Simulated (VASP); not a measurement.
# SnSe (P6_3mc) in VASP: a series of runs

Runs on SnSe. Level: r2SCAN. Tasks: single point.

All numbers are computed with VASP 6.6.1; they aren't measurements. Logs are shortened: lines on timing, memory, paths and dates and some standing lists are left out, and cuts for length are marked.

### Step 1. The cell of the first run

It takes space group P6_3mc (No. 186, hexagonal). Conventional cell: a = 5.075 Å, b = 5.075 Å, c = 5.927 Å, α = 90.00°, β = 90.00°, γ = 120.00°. Within 3.7 Å of Sn (site symmetry 3m) lie 5 Se at 2.82 to 3.11 Å. Se (site symmetry 3m) has 5 Sn at 2.82 to 3.11 Å within 3.7 Å.

### Step 2. Single point, r2SCAN (uniaxial z strain -4.0%)

Input file POSCAR:

```
SnSe
1.0
    5.0747781426      0.0000000000      0.0000000000
   -2.5373890713      4.3948867901      0.0000000000
    0.0000000000      0.0000000000      5.9267287138
Sn Se
2 2
Direct
    0.3333333333      0.6666666667     -0.0504238894
    0.6666666667      0.3333333333      0.4495761106
    0.3333333333      0.6666666667      0.4254238894
    0.6666666667      0.3333333333      0.9254238894
```

Input file INCAR.step1:

```
SYSTEM = SnSe
PREC     = Accurate       ! precision mode
ENCUT    = 520            ! plane-wave cutoff, eV
ISMEAR   = 0              ! smearing method
SIGMA    = 0.01           ! smearing width, eV
LREAL    = .False.        ! projectors in reciprocal space
LASPH    = .True.         ! aspherical terms in the spheres
NELM     = 60             ! most SCF steps
NBANDS   = 28             ! bands
GGA      = PE             ! functional
ALGO     = Normal         ! electronic algorithm
EDIFF    = 1E-4           ! SCF threshold, eV
LWAVE    = .True.         ! write WAVECAR
LCHARG   = .False.        ! write CHGCAR
```

Input file INCAR.step2:

```
SYSTEM = SnSe
PREC     = Accurate       ! precision mode
ENCUT    = 520            ! plane-wave cutoff, eV
EDIFF    = 1E-6           ! SCF threshold, eV
ISMEAR   = 0              ! smearing method
SIGMA    = 0.01           ! smearing width, eV
LREAL    = .False.        ! projectors in reciprocal space
LASPH    = .True.         ! aspherical terms in the spheres
NELM     = 60             ! most SCF steps
ALGO     = Normal         ! electronic algorithm
ISIF     = 2              ! what is computed and relaxed
LWAVE    = .False.        ! write WAVECAR
LCHARG   = .False.        ! write CHGCAR
METAGGA  = R2SCAN         ! meta-GGA
LMIXTAU  = .True.       
NBANDS   = 28             ! bands
ISTART   = 1
```

Input file KPOINTS:

```
Automatic mesh
0
Gamma
  6 6 4
  0 0 0
```

Potentials or basis: VASP PAW PBE potentials, release 64 (Sn_d, Se).

Launch:

```bash
cat potpaw_PBE.64/Sn_d/POTCAR potpaw_PBE.64/Se/POTCAR > POTCAR
cp INCAR.step1 INCAR
mpirun -np 1 vasp_std > vasp.out
cp INCAR.step2 INCAR
mpirun -np 1 vasp_std > vasp.out
```

OUTCAR:

```text
SYSTEM = SnSe
   PREC = Accurate
   ENCUT = 520
   EDIFF = 1E-6
   ISMEAR = 0
   LREAL = .False.
   LASPH = .True.
   NELM = 60
   ISIF = 2
   METAGGA = R2SCAN
   ISTART = 1

 ion  position               nearest neighbor table
   1  0.333  0.667  0.950-   3 2.82   4 2.93   4 2.93   4 2.93   3 3.11
   2  0.667  0.333  0.450-   4 2.82   3 2.93   3 2.93   3 2.93   4 3.11
   3  0.333  0.667  0.425-   1 2.82   2 2.93   2 2.93   2 2.93   1 3.11
   4  0.667  0.333  0.925-   2 2.82   1 2.93   1 2.93   1 2.93   2 3.11

  LATTYP: Found a hexagonal cell.
 ALAT       =     5.0747781426
 C/A-ratio  =     1.1678793727

  Lattice vectors:

 A1 = (   5.0747781426,   0.0000000000,   0.0000000000)
 A2 = (  -2.5373890713,   4.3948867901,   0.0000000000)
 A3 = (   0.0000000000,   0.0000000000,   5.9267287138)

Analysis of symmetry for initial positions (statically):
=====================================================================
 Subroutine PRICEL returns:
 Original cell was already a primitive cell.

 Routine SETGRP: Setting up the symmetry group for a
 hexagonal supercell.

 Subroutine GETGRP returns: Found 12 space group operations
 (whereof  6 operations were pure point group operations)
 out of a pool of 24 trial point group operations.

The static configuration has the point symmetry C_3v.
 The point group associated with its full space group is C_6v.

Analysis of symmetry for dynamics (positions and initial velocities):
=====================================================================
 Subroutine PRICEL returns:
 Original cell was already a primitive cell.

 Routine SETGRP: Setting up the symmetry group for a
 hexagonal supercell.

 Subroutine GETGRP returns: Found 12 space group operations
 (whereof  6 operations were pure point group operations)
 out of a pool of 24 trial point group operations.

The dynamic configuration has the point symmetry C_3v.
 The point group associated with its full space group is C_6v.

 Subroutine INISYM returns: Found 12 space group operations
 (whereof  6 operations are pure point group operations),
 and found     1 'primitive' translations

----------------------------------------------------------------------------------------

                                     Primitive cell

  volume of cell :     132.1843

  direct lattice vectors                    reciprocal lattice vectors
     5.074778143  0.000000000  0.000000000     0.197052949  0.113768573  0.000000000
    -2.537389071  4.394886790  0.000000000     0.000000000  0.227537147  0.000000000
     0.000000000  0.000000000  5.926728714     0.000000000  0.000000000  0.168727142

  length of vectors
     5.074778143  5.074778143  5.926728714     0.227537147  0.227537147  0.168727142

  position of ions in fractional coordinates (direct lattice)
     0.333333333  0.666666667  0.949576111
     0.666666667  0.333333333  0.449576111
     0.333333333  0.666666667  0.425423889
     0.666666667  0.333333333  0.925423889

  ion indices of the primitive-cell ions
   primitive index   ion index
                 1           1
                 2           2
                 3           3
                 4           4

----------------------------------------------------------------------------------------

 KPOINTS: Automatic mesh

Automatic generation of k-mesh.
 Grid dimensions read from file:
 generate k-points for:    6    6    4

 Generating k-lattice:

  Cartesian coordinates                     Fractional coordinates (reciprocal lattice)
     0.032842158  0.018961429  0.000000000     0.166666667  0.000000000  0.000000000
     0.000000000  0.037922858  0.000000000     0.000000000  0.166666667  0.000000000
     0.000000000  0.000000000  0.042181786     0.000000000  0.000000000  0.250000000

  Length of vectors
     0.037922858  0.037922858  0.042181786

  Shift w.r.t. Gamma in fractional coordinates (k-lattice)
     0.000000000  0.000000000  0.000000000

 Subroutine IBZKPT returns following result:
 ===========================================

 Found     21 irreducible k-points:

 Following reciprocal coordinates:
            Coordinates               Weight
  0.000000  0.000000  0.000000      1.000000
  0.166667  0.000000  0.000000      6.000000
  0.333333  0.000000  0.000000      6.000000
  0.500000  0.000000  0.000000      3.000000
  0.166667  0.166667  0.000000      6.000000
  0.333333  0.166667  0.000000     12.000000
[... 13 lines left out ...]
  0.333333  0.166667  0.500000     12.000000
  0.333333  0.333333  0.500000      2.000000
   k-points           NKPTS =     21   k-points in BZ     NKDIM =     21   number of bands    NBANDS=     28
   number of dos      NEDOS =    301   number of ions     NIONS =      4
   total plane-waves  NPLWV =  76800
   dimension x,y,z NGX =    40 NGY =   40 NGZ =   48
   dimension x,y,z NGXF=    80 NGYF=   80 NGZF=   96
   ions per type =               2   2
   NGX,Y,Z   is equivalent  to a cutoff of  13.10, 13.10, 13.46 a.u.
   NGXF,Y,Z  is equivalent  to a cutoff of  26.21, 26.21, 26.93 a.u.
 SYSTEM =  SnSe
   PREC   = accura    normal or accurate (medium, high low for compatibility)
   ISTART =      1    job   : 0-new  1-cont  2-samecut
   ICHARG =      0    charge: 1-file 2-atom 10-const
   ISPIN  =      1    spin polarized calculation?
   LNONCOLLINEAR =      F non collinear calculations
   LSORBIT =      F    spin-orbit coupling
   LASPH  =      T    aspherical Exc in radial PAW
   ENCUT  =  520.0 eV  38.22 Ry    6.18 a.u.   9.44  9.44 11.02*2*pi/ulx,y,z
   NELM   =     60;   NELMIN=  2; NELMDL=  0     # of ELM steps
   EDIFF  = 0.1E-05   stopping-criterion for ELM
   LREAL  =      F    real-space projection
   EDIFFG = 0.1E-04   stopping-criterion for IOM
   NSW    =      0    number of steps for IOM
   IBRION =     -1    ionic relax: 0-MD 1-quasi-New 2-CG
   NFREE  =      0    steps in history (QN), initial steepest desc. (CG)
   ISIF   =      2    stress and relaxation
   ISYM   =      2    0-nonsym 1-usesym 2-fastsym
   POTIM  = 0.5000    time-step for ionic-motion
   TEBEG  =    0.0;   TEEND  =   0.0 temperature during run
   PSTRESS=    0.0 pullay stress
   NELECT =      40.0000    total number of electrons
   NUPDOWN=      -1.0000    fix difference up-down
   EMIN   =  10.00;   EMAX   =-10.00  energy-range for DOS
   EFERMI =   0.00;   METHOD = LEGACY
   ISMEAR =     0;   SIGMA  =   0.01  broadening in eV -4-tet -1-fermi 0-gaus
   EFERMI_NEDOS =   21; number of points for ismear=-14 and -15
   IALGO  =     38    algorithm
   IMIX   =      4    mixing-type and parameters
     AMIX     =   0.40;   BMIX     =  1.00
     AMIX_MAG =   1.60;   BMIX_MAG =  1.00
  volume/ion in A,a.u.               =      33.05       223.01
  Fermi-wavevector in a.u.,A,eV,Ry     =   1.099094  2.076987 16.435946  1.208008
  Thomas-Fermi vector in A             =   2.235483
   LORBIT       =      0    0 simple, 1 ext, 2 COOP (PROOUT), +10 PAW based schemes
   METAGGA = R2SCAN    functional components
   LHFCALC =     F    Hartree Fock is set to
   AEXX    =    0.0000 exact exchange contribution
   IVDW    =     0    specifies the selected vdW correction
   LEPSILON=     F    determine dielectric tensor
   LRPA    =     F    only Hartree local field effects (RPA)
 non-spin polarized calculation
 Gauss-broadening in eV      SIGMA  =   0.01
  energy-cutoff  :      520.00
  volume of cell :      132.18
 maximum number of plane-waves:      3587
 NGX is ok and might be reduce to    40
   NGX = 19   NGY = 19   NGZ = 23

 number of electron      40.0000003 magnetization

 Free energy of the ion-electron system (eV)
  ---------------------------------------------------
  ext. energy  EPLUGINS =         0.00000000
  ---------------------------------------------------
  free energy    TOTEN  =       -79.16193389 eV

  energy without entropy =      -79.16193389  energy(sigma->0) =      -79.16193389

 E-fermi :   4.3729     XC(G=0):  -9.0147

 val. band max:        4.2512635598   @ k =   0.3333   0.3333   0.5000
 cond. band min:       4.8963143992   @ k =   0.1667   0.0000   0.0000
 fundamental gap:      0.6450508394
 Fermi energy:         4.3728686359

 k-point     1 :       0.0000    0.0000    0.0000
  band No.  band energies     occupation
      1     -18.4970      2.00000
      2     -18.4857      2.00000
      3     -18.4856      2.00000
      4     -18.4852      2.00000
      5     -18.4851      2.00000
      6     -18.4645      2.00000
[... 20 lines left out ...]
     27       9.8575      0.00000
     28       9.8575      0.00000

 k-point     2 :       0.1667    0.0000    0.0000
  band No.  band energies     occupation
      1     -18.4989      2.00000
      2     -18.4867      2.00000
      3     -18.4857      2.00000
      4     -18.4834      2.00000
      5     -18.4816      2.00000
      6     -18.4651      2.00000
[... 20 lines left out ...]
     27       9.5201      0.00000
     28       9.7222      0.00000

 k-point     3 :       0.3333    0.0000    0.0000
  band No.  band energies     occupation
      1     -18.5010      2.00000
      2     -18.4897      2.00000
      3     -18.4848      2.00000
      4     -18.4808      2.00000
      5     -18.4750      2.00000
      6     -18.4662      2.00000
[... 20 lines left out ...]
     27       9.4798      0.00000
     28      10.3887      0.00000

 k-point     4 :       0.5000    0.0000    0.0000
  band No.  band energies     occupation
      1     -18.5016      2.00000
      2     -18.4912      2.00000
      3     -18.4843      2.00000
      4     -18.4797      2.00000
      5     -18.4709      2.00000
      6     -18.4668      2.00000
[... 485 lines left out ...]
     27      10.8403      0.00000
     28      10.8403      0.00000

 k-point    20 :       0.3333    0.1667    0.5000
  band No.  band energies     occupation
      1     -18.4892      2.00000
      2     -18.4892      2.00000
      3     -18.4831      2.00000
      4     -18.4831      2.00000
      5     -18.4732      2.00000
      6     -18.4732      2.00000
[... 20 lines left out ...]
     27      10.0592      0.00000
     28      10.0592      0.00000

 k-point    21 :       0.3333    0.3333    0.5000
  band No.  band energies     occupation
      1     -18.4890      2.00000
      2     -18.4890      2.00000
      3     -18.4826      2.00000
      4     -18.4826      2.00000
      5     -18.4731      2.00000
      6     -18.4731      2.00000
[... 20 lines left out ...]
     27       9.8922      0.00000
     28       9.8922      0.00000

------------------------ aborting loop because EDIFF is reached ----------------------------------------

  FORCE on cell =-STRESS in cart. coord.  units (eV):
  Direction    XX          YY          ZZ          XY          YZ          ZX
  --------------------------------------------------------------------------------------
  -------------------------------------------------------------------------------------
  Total        0.1250855      0.1250855      2.8426496      0.0000000      0.0000000      0.0000000
  in kB        1.5161343      1.5161343     34.4551468      0.0000000      0.0000000      0.0000000
  external PRESSURE =      12.4958051 kB  Pullay stress =       0.0000000 kB

 VOLUME and BASIS-vectors are now :
 -----------------------------------------------------------------------------
  energy-cutoff  :      520.00
  volume of cell :      132.18
      direct lattice vectors                 reciprocal lattice vectors
     5.074778143  0.000000000  0.000000000     0.197052949  0.113768573  0.000000000
    -2.537389071  4.394886790  0.000000000     0.000000000  0.227537147  0.000000000
     0.000000000  0.000000000  5.926728714     0.000000000  0.000000000  0.168727142

 POSITION                                       TOTAL-FORCE (eV/Angst)
 -----------------------------------------------------------------------------------
     -0.00000      2.92992      5.62788         0.000000     -0.000000     -0.006835
      2.53739      1.46496      2.66452        -0.000000      0.000000     -0.006835
     -0.00000      2.92992      2.52137         0.000000     -0.000000      0.006835
      2.53739      1.46496      5.48474        -0.000000      0.000000      0.006835
 -----------------------------------------------------------------------------------
    total drift:                               -0.000000      0.000000      0.001656

  FREE ENERGIE OF THE ION-ELECTRON SYSTEM (eV)
  ---------------------------------------------------
  free  energy   TOTEN  =       -79.1619338862 eV

  energy  without entropy=      -79.1619338862  energy(sigma->0) =      -79.16193389
```

Run time: 1.9 min. Hardware: 1 thread of Intel Xeon 6975P-C (Granite Rapids), shared host; peak memory 0.32 GiB.

Results:

* Free energy: -79.1619 eV
* Pressure: 1.2 GPa
* Largest force: 0.007 eV/Å
* Band gap on the k mesh: 0.65 eV, indirect (least direct gap 0.71 eV)

Forces on the atoms (eV/Å):
```
Sn   0.000  0.000 -0.007
Sn   0.000  0.000 -0.007
Se   0.000  0.000  0.007
Se   0.000  0.000  0.007
```

Levels at points of the mesh, in eV from the valence-band top:
| k point | band 17 | band 18 | band 19 | band 20 | band 21 | band 22 | band 23 | band 24 |
| --- | --- | --- | --- | --- | --- | --- | --- | --- |
| (0.00, 0.00, 0.00) | -4.31 | -3.05 | -2.86 | -2.86 | 0.80 | 0.80 | 2.59 | 2.59 |
| (0.50, 0.00, 0.00) | -4.18 | -3.17 | -2.82 | -1.06 | 1.95 | 2.83 | 3.10 | 3.86 |
| (0.00, 0.00, 0.50) | -3.62 | -3.62 | -1.73 | -1.73 | 1.26 | 1.26 | 1.26 | 1.26 |
| (0.50, 0.00, 0.50) | -2.95 | -2.95 | -0.92 | -0.92 | 0.94 | 0.94 | 2.48 | 2.48 |

Caveat: the cell differs from its parent crystal (uniaxial z strain -4.0%); the PAW data sets were made with another functional, which shifts forces and pressure a little; spin-orbit coupling is left out, which moves the levels of the heavy elements. A k mesh can miss the band edges.

### Step 3. Single point, r2SCAN

This run uses another cell than the first one, of 34.42 Å³/atom, 1.042 times its volume.

Input file POSCAR:

```
SnSe
1.0
    5.0747781426      0.0000000000      0.0000000000
   -2.5373890713      4.3948867901      0.0000000000
    0.0000000000      0.0000000000      6.1736757435
Sn Se
2 2
Direct
    0.3333333333      0.6666666667     -0.0391356268
    0.6666666667      0.3333333333      0.4608643732
    0.3333333333      0.6666666667      0.4141356268
    0.6666666667      0.3333333333      0.9141356268
```

Input file INCAR.step1:

```
PREC = Accurate
ENCUT = 520
ISMEAR = 0
SIGMA = 0.01
LREAL = F
LASPH = T
NELM = 100
NBANDS = 28
GGA = PE
ALGO = Normal
EDIFF = 1E-4
LWAVE = T
LCHARG = F
```

Input file INCAR.step2:

```
PREC = Accurate
ENCUT = 520
EDIFF = 1E-6
ISMEAR = 0
SIGMA = 0.01
LREAL = F
LASPH = T
NELM = 100
ALGO = Normal
ISIF = 2
LWAVE = F
LCHARG = F
METAGGA = R2SCAN
LMIXTAU = T
NBANDS = 28
ISTART = 1
```

Input file KPOINTS:

```
regular mesh
0
Gamma
  6 6 4
```

Potentials or basis: VASP PAW PBE potentials, release 64 (Sn_d, Se).

Launch:

```bash
cat potpaw_PBE.64/Sn_d/POTCAR potpaw_PBE.64/Se/POTCAR > POTCAR
cp INCAR.step1 INCAR
mpirun -np 1 vasp_std > vasp.out
cp INCAR.step2 INCAR
mpirun -np 1 vasp_std > vasp.out
```

Run time: 2 min. Hardware: 1 thread of Intel Xeon 6975P-C (Granite Rapids), shared host; peak memory 0.32 GiB.

Results (log left out):

```yaml
Free_energy: -79.2141 eV
Pressure: 0.0 GPa
Largest_force: 0.008 eV/Å
Band_gap_on_the_k_mesh: 1.00 eV, indirect (least direct gap 1.03 eV)
```

Forces on the atoms (eV/Å):
```
Sn   0.000  0.000 -0.008
Sn   0.000  0.000 -0.008
Se   0.000  0.000  0.008
Se   0.000  0.000  0.008
```

Levels at points of the mesh, in eV from the valence-band top:
```csv
k point,band 18,band 19,band 20,band 21,band 22,band 23
"(0.00, 0.00, 0.00)",-2.58,-2.58,-2.56,1.13,1.13,2.75
"(0.50, 0.00, 0.00)",-2.93,-2.23,-0.84,2.25,3.02,3.13
"(0.00, 0.00, 0.50)",-3.26,-1.78,-1.78,1.62,1.62,1.62
"(0.50, 0.00, 0.50)",-2.74,-0.91,-0.91,1.19,1.19,2.85
```

Caveat: the PAW data sets were made with another functional, which shifts forces and pressure a little; spin-orbit coupling is left out, which moves the levels of the heavy elements.
